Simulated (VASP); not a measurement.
# MoS2 (R3m) in VASP: notebook

The runs below take MoS2 through single point, with PBE, PBE+D3(BJ).

All numbers are computed with VASP 6.6.1; they aren't measurements. Logs are shortened: lines on timing, memory, paths and dates and some standing lists are left out, and cuts for length are marked.

## Step 1: The cell of the first run

The structure is trigonal, space group R3m (No. 160). Conventional cell: a = 3.175 Å, b = 3.175 Å, c = 18.582 Å, α = 90.00°, β = 90.00°, γ = 120.00°. Within 3.2 Å of Mo (site symmetry 3m) lie 6 S at 2.40 Å and 6 Mo at 3.18 Å. S (site symmetry 3m) has 3 Mo at 2.40 Å and 7 S at 3.11 to 3.18 Å within 3.2 Å. S (site symmetry 3m) has 3 Mo at 2.40 Å and 7 S at 3.11 to 3.18 Å within 3.2 Å.

## Step 2: Single point, PBE

INCAR reads:

```
SYSTEM = MoS2
ALGO = Normal
EDIFF = 1E-6
ENCUT = 520
GGA = PE
ISIF = 2
ISMEAR = 0
LASPH = .True.
LCHARG = .False.
LREAL = .False.
LWAVE = .False.
NBANDS = 20
NELM = 100
PREC = Accurate
SIGMA = 0.01
```

KPOINTS reads:

```
k-points
0
Gamma
  6 6 6
  0 0 0
```

POSCAR reads:

```
MoS2
1.0
    1.5875903891      0.9165957385      6.1939349653
   -1.5875903891      0.9165957385      6.1939349653
    0.0000000000     -1.8331914770      6.1939349653
Mo S
1 2
Direct
    0.9997635220      0.9997635220      0.9997635220
    0.4167796975      0.4167796975      0.4167796975
    0.2494577807      0.2494577807      0.2494577807
```

Potentials or basis: VASP PAW PBE potentials, release 64 (Mo_sv, S).

Started as:

```
$ cat potpaw_PBE.64/Mo_sv/POTCAR potpaw_PBE.64/S/POTCAR > POTCAR
$ mpirun -np 1 vasp_std > vasp.out
```

OUTCAR:

```text
SYSTEM = MoS2
   EDIFF = 1E-6
   ENCUT = 520
   GGA = PE
   ISIF = 2
   ISMEAR = 0
   LASPH = .True.
   LREAL = .False.
   NELM = 100
   PREC = Accurate

 ion  position               nearest neighbor table
   1  1.000  1.000  1.000-   3 2.40   3 2.40   3 2.40   2 2.40   2 2.40   2 2.40
   2  0.417  0.417  0.417-   1 2.40   1 2.40   1 2.40
   3  0.249  0.249  0.249-   1 2.40   1 2.40   1 2.40

  LATTYP: Found a trigonal (rhomboedric) cell.
 ALAT       =     6.4595217583
 COS(alpha) =     0.8791890813

  Lattice vectors:

 A1 = (   1.5875903891,   0.9165957385,   6.1939349653)
 A2 = (  -1.5875903891,   0.9165957385,   6.1939349653)
 A3 = (   0.0000000000,  -1.8331914770,   6.1939349653)

Analysis of symmetry for initial positions (statically):
=====================================================================
 Subroutine PRICEL returns:
 Original cell was already a primitive cell.

 Routine SETGRP: Setting up the symmetry group for a
 trigonal (rhombohedral) supercell.

 Subroutine GETGRP returns: Found  6 space group operations
 (whereof  6 operations were pure point group operations)
 out of a pool of 12 trial point group operations.

The static configuration has the point symmetry C_3v.

Analysis of symmetry for dynamics (positions and initial velocities):
=====================================================================
 Subroutine PRICEL returns:
 Original cell was already a primitive cell.

 Routine SETGRP: Setting up the symmetry group for a
 trigonal (rhombohedral) supercell.

 Subroutine GETGRP returns: Found  6 space group operations
 (whereof  6 operations were pure point group operations)
 out of a pool of 12 trial point group operations.

The dynamic configuration has the point symmetry C_3v.

 Subroutine INISYM returns: Found  6 space group operations
 (whereof  6 operations are pure point group operations),
 and found     1 'primitive' translations

----------------------------------------------------------------------------------------

                                     Primitive cell

  volume of cell :      54.0797

  direct lattice vectors                    reciprocal lattice vectors
     1.587590389  0.916595738  6.193934965     0.314942698  0.181832251  0.053816085
    -1.587590389  0.916595738  6.193934965    -0.314942698  0.181832251  0.053816085
     0.000000000 -1.833191477  6.193934965     0.000000000 -0.363664503  0.053816085

  length of vectors
     6.459521758  6.459521758  6.459521758     0.367624865  0.367624865  0.367624865

  position of ions in fractional coordinates (direct lattice)
     0.999763522  0.999763522  0.999763522
     0.416779697  0.416779697  0.416779697
     0.249457781  0.249457781  0.249457781

  ion indices of the primitive-cell ions
   primitive index   ion index
                 1           1
                 2           2
                 3           3

----------------------------------------------------------------------------------------

 KPOINTS: k-points

Automatic generation of k-mesh.
 Grid dimensions read from file:
 generate k-points for:    6    6    6

 Generating k-lattice:

  Cartesian coordinates                     Fractional coordinates (reciprocal lattice)
     0.052490450  0.030305375  0.008969348     0.166666667  0.000000000 -0.000000000
    -0.052490450  0.030305375  0.008969348     0.000000000  0.166666667 -0.000000000
     0.000000000 -0.060610750  0.008969348    -0.000000000 -0.000000000  0.166666667

  Length of vectors
     0.061270811  0.061270811  0.061270811

  Shift w.r.t. Gamma in fractional coordinates (k-lattice)
     0.000000000  0.000000000  0.000000000

 Subroutine IBZKPT returns following result:
 ===========================================

 Found     32 irreducible k-points:

 Following reciprocal coordinates:
            Coordinates               Weight
  0.000000  0.000000  0.000000      1.000000
  0.166667  0.000000  0.000000      6.000000
  0.333333  0.000000  0.000000      6.000000
  0.500000  0.000000  0.000000      3.000000
  0.166667  0.166667  0.000000      6.000000
  0.333333  0.166667  0.000000     12.000000
[... 16 lines left out ...]
  0.500000  0.500000  0.166667      6.000000
 -0.333333  0.500000  0.166667     12.000000
 [... further k-points ...]
   k-points           NKPTS =     32   k-points in BZ     NKDIM =     32   number of bands    NBANDS=     20
   number of dos      NEDOS =    301   number of ions     NIONS =      3
   total plane-waves  NPLWV = 110592
   dimension x,y,z NGX =    48 NGY =   48 NGZ =   48
   dimension x,y,z NGXF=    96 NGYF=   96 NGZF=   96
   ions per type =               1   2
   NGX,Y,Z   is equivalent  to a cutoff of  12.35, 12.35, 12.35 a.u.
   NGXF,Y,Z  is equivalent  to a cutoff of  24.71, 24.71, 24.71 a.u.
 SYSTEM =  MoS2
   PREC   = accura    normal or accurate (medium, high low for compatibility)
   ISTART =      0    job   : 0-new  1-cont  2-samecut
   ICHARG =      2    charge: 1-file 2-atom 10-const
   ISPIN  =      1    spin polarized calculation?
   LNONCOLLINEAR =      F non collinear calculations
   LSORBIT =      F    spin-orbit coupling
   LASPH  =      T    aspherical Exc in radial PAW
   ENCUT  =  520.0 eV  38.22 Ry    6.18 a.u.  12.01 12.01 12.01*2*pi/ulx,y,z
   NELM   =    100;   NELMIN=  2; NELMDL= -5     # of ELM steps
   EDIFF  = 0.1E-05   stopping-criterion for ELM
   LREAL  =      F    real-space projection
   EDIFFG = 0.1E-04   stopping-criterion for IOM
   NSW    =      0    number of steps for IOM
   IBRION =     -1    ionic relax: 0-MD 1-quasi-New 2-CG
   NFREE  =      0    steps in history (QN), initial steepest desc. (CG)
   ISIF   =      2    stress and relaxation
   ISYM   =      2    0-nonsym 1-usesym 2-fastsym
   POTIM  = 0.5000    time-step for ionic-motion
   TEBEG  =    0.0;   TEEND  =   0.0 temperature during run
   PSTRESS=    0.0 pullay stress
   NELECT =      26.0000    total number of electrons
   NUPDOWN=      -1.0000    fix difference up-down
   EMIN   =  10.00;   EMAX   =-10.00  energy-range for DOS
   EFERMI =   0.00;   METHOD = LEGACY
   ISMEAR =     0;   SIGMA  =   0.01  broadening in eV -4-tet -1-fermi 0-gaus
   EFERMI_NEDOS =   21; number of points for ismear=-14 and -15
   IALGO  =     38    algorithm
   IMIX   =      4    mixing-type and parameters
     AMIX     =   0.40;   BMIX     =  1.00
     AMIX_MAG =   1.60;   BMIX_MAG =  1.00
  volume/ion in A,a.u.               =      18.03       121.65
  Fermi-wavevector in a.u.,A,eV,Ry     =   1.282492  2.423558 22.378657  1.644785
  Thomas-Fermi vector in A             =   2.414800
   LORBIT       =      0    0 simple, 1 ext, 2 COOP (PROOUT), +10 PAW based schemes
   GGA     = PE    functional components
   LHFCALC =     F    Hartree Fock is set to
   AEXX    =    0.0000 exact exchange contribution
   IVDW    =     0    specifies the selected vdW correction
   LEPSILON=     F    determine dielectric tensor
   LRPA    =     F    only Hartree local field effects (RPA)
 non-spin polarized calculation
 Gauss-broadening in eV      SIGMA  =   0.01
  energy-cutoff  :      520.00
  volume of cell :       54.08
 maximum number of plane-waves:      1469
   NGX = 23   NGY = 23   NGZ = 23

 number of electron      25.9999998 magnetization

 Free energy of the ion-electron system (eV)
  ---------------------------------------------------
  ext. energy  EPLUGINS =         0.00000000
  ---------------------------------------------------
  free energy    TOTEN  =       -21.81307772 eV

  energy without entropy =      -21.81307772  energy(sigma->0) =      -21.81307772

 E-fermi :   7.6297     XC(G=0): -10.7471

 val. band max:        7.3987583328   @ k =   0.5000   0.5000   0.5000
 cond. band min:       8.3675292670   @ k =  -0.1667   0.1667   0.0000
 fundamental gap:      0.9687709342
 Fermi energy:         7.6296871877

 k-point     1 :       0.0000    0.0000    0.0000
  band No.  band energies     occupation
      1     -54.1369      2.00000
      2     -28.2886      2.00000
      3     -28.0724      2.00000
      4     -28.0724      2.00000
      5      -7.5591      2.00000
      6      -5.9111      2.00000
[... 12 lines left out ...]
     19      15.5266      0.00000
     20      15.8816      0.00000

 k-point     2 :       0.1667    0.0000    0.0000
  band No.  band energies     occupation
      1     -54.1273      2.00000
      2     -28.2694      2.00000
      3     -28.1700      2.00000
      4     -28.0947      2.00000
      5      -7.1513      2.00000
      6      -5.7816      2.00000
[... 12 lines left out ...]
     19      16.0246      0.00000
     20      16.5693      0.00000

 k-point     3 :       0.3333    0.0000    0.0000
  band No.  band energies     occupation
      1     -54.1079      2.00000
      2     -28.3609      2.00000
      3     -28.2308      2.00000
      4     -28.1389      2.00000
      5      -6.1937      2.00000
      6      -5.4835      2.00000
[... 12 lines left out ...]
     19      14.8218      0.00000
     20      15.2216      0.00000

 k-point     4 :       0.5000    0.0000    0.0000
  band No.  band energies     occupation
      1     -54.0981      2.00000
      2     -28.4542      2.00000
      3     -28.2113      2.00000
      4     -28.1608      2.00000
      5      -5.5882      2.00000
      6      -5.3149      2.00000
[... 12 lines left out ...]
     19      14.2553      0.00000
     20      14.8014      0.00000

 k-point     5 :       0.1667    0.1667    0.0000
  band No.  band energies     occupation
      1     -54.1273      2.00000
      2     -28.2694      2.00000
      3     -28.1700      2.00000
      4     -28.0947      2.00000
      5      -7.1349      2.00000
      6      -5.8095      2.00000
[... 12 lines left out ...]
     19      16.0888      0.00000
     20      16.4726      0.00000

 k-point     6 :       0.3333    0.1667    0.0000
  band No.  band energies     occupation
      1     -54.1127      2.00000
      2     -28.2957      2.00000
      3     -28.2405      2.00000
      4     -28.1463      2.00000
      5      -6.4326      2.00000
      6      -5.5982      2.00000
[... 12 lines left out ...]
     19      15.8420      0.00000
     20      16.4501      0.00000

 k-point     7 :       0.5000    0.1667    0.0000
  band No.  band energies     occupation
      1     -54.0981      2.00000
      2     -28.4066      2.00000
      3     -28.2114      2.00000
      4     -28.2103      2.00000
      5      -5.5972      2.00000
      6      -5.3123      2.00000
[... 12 lines left out ...]
     19      15.5879      0.00000
     20      15.9982      0.00000
[... 277 lines left out ...]
 k-point    20 :       0.5000    0.3333    0.1667
  band No.  band energies     occupation
      1     -54.1127      2.00000
      2     -28.2957      2.00000
      3     -28.2405      2.00000
      4     -28.1463      2.00000
      5      -6.3343      2.00000
      6      -5.7278      2.00000
[... 12 lines left out ...]
     19      16.0373      0.00000
     20      16.6237      0.00000

 k-point    21 :      -0.3333    0.3333    0.1667
  band No.  band energies     occupation
      1     -54.0981      2.00000
      2     -28.4066      2.00000
      3     -28.2114      2.00000
      4     -28.2103      2.00000
      5      -5.5450      2.00000
      6      -5.3706      2.00000
[... 12 lines left out ...]
     19      15.8395      0.00000
     20      16.0703      0.00000

 k-point    22 :      -0.1667    0.3333    0.1667
  band No.  band energies     occupation
      1     -54.0981      2.00000
      2     -28.4066      2.00000
      3     -28.2114      2.00000
      4     -28.2103      2.00000
      5      -5.6060      2.00000
      6      -5.3048      2.00000
[... 12 lines left out ...]
     19      15.5043      0.00000
     20      16.0778      0.00000

 k-point    23 :       0.5000    0.5000    0.1667
  band No.  band energies     occupation
      1     -54.1079      2.00000
      2     -28.3608      2.00000
      3     -28.2308      2.00000
      4     -28.1389      2.00000
      5      -6.0478      2.00000
      6      -5.6654      2.00000
[... 12 lines left out ...]
     19      15.0658      0.00000
     20      15.9989      0.00000

 k-point    24 :      -0.3333    0.5000    0.1667
  band No.  band energies     occupation
      1     -54.0981      2.00000
      2     -28.4066      2.00000
      3     -28.2114      2.00000
      4     -28.2103      2.00000
      5      -5.5097      2.00000
      6      -5.4096      2.00000
[... 12 lines left out ...]
     19      15.5691      0.00000
     20      15.9409      0.00000

 [... further k-points ...]

------------------------ aborting loop because EDIFF is reached ----------------------------------------

  FORCE on cell =-STRESS in cart. coord.  units (eV):
  Direction    XX          YY          ZZ          XY          YZ          ZX
  --------------------------------------------------------------------------------------
  -------------------------------------------------------------------------------------
  Total        0.6111662      0.6111662      1.0691808     -0.0000000      0.0000000      0.0000000
  in kB       18.1065518     18.1065518     31.6757954     -0.0000000      0.0000000      0.0000000
  external PRESSURE =      22.6296330 kB  Pullay stress =       0.0000000 kB

 VOLUME and BASIS-vectors are now :
 -----------------------------------------------------------------------------
  energy-cutoff  :      520.00
  volume of cell :       54.08
      direct lattice vectors                 reciprocal lattice vectors
     1.587590389  0.916595738  6.193934965     0.314942698  0.181832251  0.053816085
    -1.587590389  0.916595738  6.193934965    -0.314942698  0.181832251  0.053816085
     0.000000000 -1.833191477  6.193934965     0.000000000 -0.363664503  0.053816085

 POSITION                                       TOTAL-FORCE (eV/Angst)
 -----------------------------------------------------------------------------------
      0.00000      0.00000     18.57741         0.000000     -0.000000      0.001288
      0.00000      0.00000      7.74452         0.000000     -0.000000      0.101415
      0.00000      0.00000      4.63538         0.000000      0.000000     -0.102704
 -----------------------------------------------------------------------------------
    total drift:                                0.000000     -0.000000     -0.000157

  FREE ENERGIE OF THE ION-ELECTRON SYSTEM (eV)
  ---------------------------------------------------
  free  energy   TOTEN  =       -21.8130777156 eV

  energy  without entropy=      -21.8130777156  energy(sigma->0) =      -21.81307772
```

It took 2 min on 1 thread of Intel Xeon Platinum 8375C at 2.90GHz (Ice Lake), shared host; peak memory 0.31 GiB.

Results:

```
Free energy            : -21.8131 eV
Pressure               : 2.3 GPa
Largest force          : 0.103 eV/Å
Band gap on the k mesh : 0.97 eV (least direct gap 1.69 eV)
```

Forces on the atoms (eV/Å):
```
Mo   0.000  0.000  0.001
S    0.000  0.000  0.101
S    0.000  0.000 -0.103
```

Stress tensor (GPa, compression positive):
```
1.81 0.00 0.00
0.00 1.81 0.00
0.00 0.00 3.17
```

(Part 1 of 2 ends here.)
